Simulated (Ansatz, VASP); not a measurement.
## Two plane-wave programs on BeSe

```
Be Se
1.0
     0.00000    2.58397    2.58397
     2.58397    0.00000    2.58397
     2.58397    2.58397    0.00000
Be Se
1 1
Direct
  0.00000 0.00000 0.00000
  0.25000 0.25000 0.25000
```

Alike in both runs: task single point; functional RPBE; k mesh 6 × 6 × 6; occupations gaussian, width 0.1 eV; no spin polarisation; Hubbard terms Se p U = 5.3 eV.

|  | VASP | Ansatz |
| --- | --- | --- |
| version | VASP 6.6.1 | Ansatz 0.2.0 |
| potentials or method | VASP PAW PBE potentials, release 64 (Be, Se), cutoff 600 eV | scalar-relativistic, plane waves, PAW |
| valence electrons in the cell | 8 | 18 |

|  | VASP | Ansatz | Ansatz less VASP |
| --- | --- | --- | --- |
| gap on the k mesh at the Fermi level (eV) | 2.56 | 4.58 | +2.027 |
| least direct gap on the mesh (eV) | 4.17 | 6.30 | +2.129 |
| pressure (GPa) | 3.8 | 0.5 | -3.32 |

VASP's potentials were made for PBE, not for RPBE. The programs project onto different local orbitals, so the same U acts differently, and such runs can settle in different states. VASP's potentials hold 8 valence electrons a cell and Ansatz's 18, so a difference there can come from the potentials and not from the codes.
